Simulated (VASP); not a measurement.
# Ge (Fd-3m) in VASP: a series of runs, part 2 of 2

VASP 6.6.1. Earlier steps stand in the parts before.

### Step 3. Single point, PBE+D3(BJ)

This run uses another cell than the first one, of 21.43 Å³/atom, 1.029 times its volume.

Contents of INCAR:

```
SYSTEM = Ge
PREC = Accurate
ENCUT = 520
EDIFF = 1E-6
ISMEAR = 0
SIGMA = 0.01
LREAL = .False.
LASPH = .True.
NELM = 80
ALGO = Normal
ISIF = 2
LWAVE = .False.
LCHARG = .False.
GGA = PE
IVDW = 12
NBANDS = 21
```

Contents of KPOINTS:

```
regular mesh
0
Gamma
  6 6 6
  0 0 0
```

Contents of POSCAR:

```
Ge
1.0
    0.0000000000      2.7776967199      2.7776967199
    2.7776967199      0.0000000000      2.7776967199
    2.7776967199      2.7776967199      0.0000000000
Ge
2
Direct
    0.0000000000      0.0000000000      0.0000000000
    0.2500000000      0.2500000000      0.2500000000
```

Potentials or basis: VASP PAW PBE potentials, release 64 (Ge_d).

On the command line:

```sh
> cat potpaw_PBE.64/Ge_d/POTCAR > POTCAR
> mpirun -np 1 vasp_std > vasp.out
```

OUTCAR:

```text
SYSTEM = Ge
   PREC = Accurate
   ENCUT = 520
   EDIFF = 1E-6
   ISMEAR = 0
   LREAL = .False.
   LASPH = .True.
   NELM = 80
   ISIF = 2
   GGA = PE
   IVDW = 12
 IVDW          = 12

 ion  position               nearest neighbor table
   1  0.000  0.000  0.000-   2 2.41   2 2.41   2 2.41   2 2.41
   2  0.250  0.250  0.250-   1 2.41   1 2.41   1 2.41   1 2.41

  LATTYP: Found a face centered cubic cell.
 ALAT       =     5.5553934398

  Lattice vectors:

[... 561 lines left out ...]
     21      18.8954      0.00000

------------------------ aborting loop because EDIFF is reached ----------------------------------------

 Edisp (eV)   -0.62884

 E8    (eV) :    -0.2820

  FORCE on cell =-STRESS in cart. coord.  units (eV):
  Direction    XX          YY          ZZ          XY          YZ          ZX
  --------------------------------------------------------------------------------------
  -------------------------------------------------------------------------------------
  Total       1.53571     1.53571     1.53571     0.00000     0.00000    -0.00000
  in kB      57.40306    57.40306    57.40306     0.00000     0.00000    -0.00000
  external pressure =       57.40 kB  Pullay stress =        0.00 kB

 VOLUME and BASIS-vectors are now :
 -----------------------------------------------------------------------------
  energy-cutoff  :      520.00
  volume of cell :       42.86
      direct lattice vectors                 reciprocal lattice vectors
     0.000000000  2.777696720  2.777696720    -0.180005253  0.180005253  0.180005253
     2.777696720  0.000000000  2.777696720     0.180005253 -0.180005253  0.180005253
     2.777696720  2.777696720  0.000000000     0.180005253  0.180005253 -0.180005253

 POSITION                                       TOTAL-FORCE (eV/Angst)
 -----------------------------------------------------------------------------------
      0.00000      0.00000      0.00000        -0.000000     -0.000000     -0.000000
      1.38885      1.38885      1.38885         0.000000      0.000000      0.000000
 -----------------------------------------------------------------------------------
    total drift:                                0.000000     -0.000000      0.000000

  FREE ENERGIE OF THE ION-ELECTRON SYSTEM (eV)
  ---------------------------------------------------
  free  energy   TOTEN  =        -9.5071093700 eV

  energy  without entropy=       -9.5071093700  energy(sigma->0) =       -9.50710937
```

stdout:

```text
POSCAR found type information on POSCAR Ge
 POSCAR found :  1 types and       2 ions
 scaLAPACK will be used
 LDA part: xc-table for (Slater+PW92), standard interpolation
 POSCAR, INCAR and KPOINTS ok, starting setup
 FFT: planning ... GRIDC
 FFT: planning ... GRID_SOFT
 FFT: planning ... GRID
 WAVECAR not read
 entering main loop
```

Run time: 28 s. Hardware: 1 thread of AMD EPYC 7R13, shared host; peak memory 0.14 GiB.

What came out:

```
Free energy                : -9.5071 eV
Pressure                   : 5.7 GPa
Band gap on the k mesh     : 0.36 eV, indirect (least direct gap 0.55 eV)
Dispersion energy per atom : -0.314 eV
```

Levels at points of the mesh, in eV from the valence-band top:
| k point | band 11 | band 12 | band 13 | band 14 | band 15 | band 16 | band 17 | band 18 |
| --- | --- | --- | --- | --- | --- | --- | --- | --- |
| (0.00, 0.00, 0.00) | -13.21 | 0.00 | 0.00 | 0.00 | 0.55 | 2.57 | 2.57 | 2.57 |
| (0.50, 0.00, 0.00) | -10.98 | -7.87 | -1.49 | -1.49 | 0.36 | 3.77 | 3.77 | 7.15 |
| (0.50, 0.50, 0.00) | -9.10 | -9.10 | -3.27 | -3.27 | 0.68 | 0.68 | 9.98 | 9.98 |

A k mesh can miss the band edges.

### Step 4. Single point, PBE+D3(BJ)

This run uses another cell than the first one, of 22.04 Å³/atom, 1.058 times its volume.

Contents of INCAR:

```
SYSTEM = Ge
  PREC = Accurate
  ENCUT = 520
  EDIFF = 1E-6
  ISMEAR = 0
  SIGMA = 0.01
  LREAL = .False.
  LASPH = .True.
  NELM = 100
  ALGO = Normal
  ISIF = 2
  LWAVE = .False.
  LCHARG = .False.
  GGA = PE
  IVDW = 12
  NBANDS = 21
```

Contents of KPOINTS:

```
Automatic mesh
0
Gamma
  6 6 6
  0 0 0
```

Contents of POSCAR:

```
Ge
1.0
    0.0000000000      2.8035372431      2.8035372431
    2.8035372431      0.0000000000      2.8035372431
    2.8035372431      2.8035372431      0.0000000000
Ge
2
Direct
    0.0000000000      0.0000000000      0.0000000000
    0.2500000000      0.2500000000      0.2500000000
```

On the command line:

```sh
> cat potpaw_PBE.64/Ge_d/POTCAR > POTCAR
> mpirun -np 1 vasp_std > vasp.out
```

Wall time 34 s (1 thread of AMD EPYC 7R13, shared host); peak memory 0.14 GiB.

It converged, with:

```
Free energy                : -9.5415 eV
Pressure                   : 3.3 GPa
Band gap on the k mesh     : 0.27 eV, indirect (least direct gap 0.29 eV)
Dispersion energy per atom : -0.306 eV
```

Levels at points of the mesh, in eV from the valence-band top:
```
           k point  band 12  band 13  band 14  band 15  band 16  band 17
(0.00, 0.00, 0.00)     0.00     0.00     0.00     0.29     2.56     2.56
(0.50, 0.00, 0.00)    -7.73    -1.45    -1.45     0.27     3.76     3.76
(0.50, 0.50, 0.00)    -8.99    -3.17    -3.17     0.72     0.72     9.74
```

A k mesh can miss the band edges.

### Step 5. Single point, PBE+D3(BJ)

This run uses another cell than the first one, of 22.64 Å³/atom, 1.087 times its volume.

Contents of INCAR:

```
SYSTEM = Ge
ALGO = Normal ; EDIFF = 1E-7
ENCUT = 520 ; GGA = PE
ISIF = 2 ; ISMEAR = 0
IVDW = 12 ; LASPH = .TRUE.
LCHARG = .FALSE. ; LREAL = .FALSE.
LWAVE = .FALSE. ; NBANDS = 21
NELM = 100 ; PREC = Accurate
SIGMA = 0.01
```

Contents of KPOINTS:

```
k-points
0
G
  6 6 6
  0 0 0
```

Contents of POSCAR:

```
Ge
1.0
    0.0000000000      2.8289100000      2.8289100000
    2.8289100000      0.0000000000      2.8289100000
    2.8289100000      2.8289100000      0.0000000000
Ge
2
Direct
    0.0000000000      0.0000000000      0.0000000000
    0.2500000000      0.2500000000      0.2500000000
```

On the command line:

```sh
> cat potpaw_PBE.64/Ge_d/POTCAR > POTCAR
> mpirun -np 1 vasp_std > vasp.out
```

Wall time 34 s (1 thread of AMD EPYC 7R13, shared host); peak memory 0.14 GiB.

The run converged. Its results:

```yaml
Free_energy: -9.5589 eV
Pressure: 1.2 GPa
Band_gap_on_the_k_mesh: 0.04 eV, direct
Dispersion_energy_per_atom: -0.297 eV
```

Levels at points of the mesh, in eV from the valence-band top:
```csv
k point,band 11,band 12,band 13,band 14,band 15,band 16,band 17,band 18
"(0.00, 0.00, 0.00)",-12.77,0.00,0.00,0.00,0.04,2.55,2.55,2.55
"(0.50, 0.00, 0.00)",-10.68,-7.60,-1.41,-1.41,0.18,3.75,3.75,7.13
"(0.50, 0.50, 0.00)",-8.89,-8.89,-3.07,-3.07,0.75,0.75,9.52,9.52
```

### Step 6. The runs side by side

| cell | gap on the mesh (eV) | pressure (GPa) |
| --- | --- | --- |
| a = 3.891 Å, angles 60.0°, 2 atoms | 0.45 | 8.6 |
| a = 3.928 Å, angles 60.0°, 2 atoms | 0.36 | 5.7 |
| a = 3.965 Å, angles 60.0°, 2 atoms | 0.27 | 3.3 |
| a = 4.001 Å, angles 60.0°, 2 atoms | 0.04 | 1.2 |

Alike in all rows: task single point; level PBE+D3(BJ); potentials or basis VASP PAW PBE potentials, release 64 (Ge_d); no spin polarisation; k mesh 6 × 6 × 6; cutoff (eV) 520; smearing gaussian 0.01 eV.

Absolute energies hang on the potentials; compare differences alone.

### Step 7. How close it comes

Step 5. Measured gap of Ge: 0.744 eV (indirect; 0 K; “Temperature-dependent photoluminescence in Ge: experiment and theory”, 2020, arxiv:2003.00143). This calculation gives 0.04 eV (-0.71 eV). 3 values of this kind are on record (0.666 to 0.807 eV); this one was drawn at random among those near their median. Spin-orbit coupling on Ge is left out. The value is that of PBE+D3(BJ) on a finite k mesh, which can miss the band edges, without temperature or zero-point motion. Semilocal functionals fall short of measured gaps as a rule.
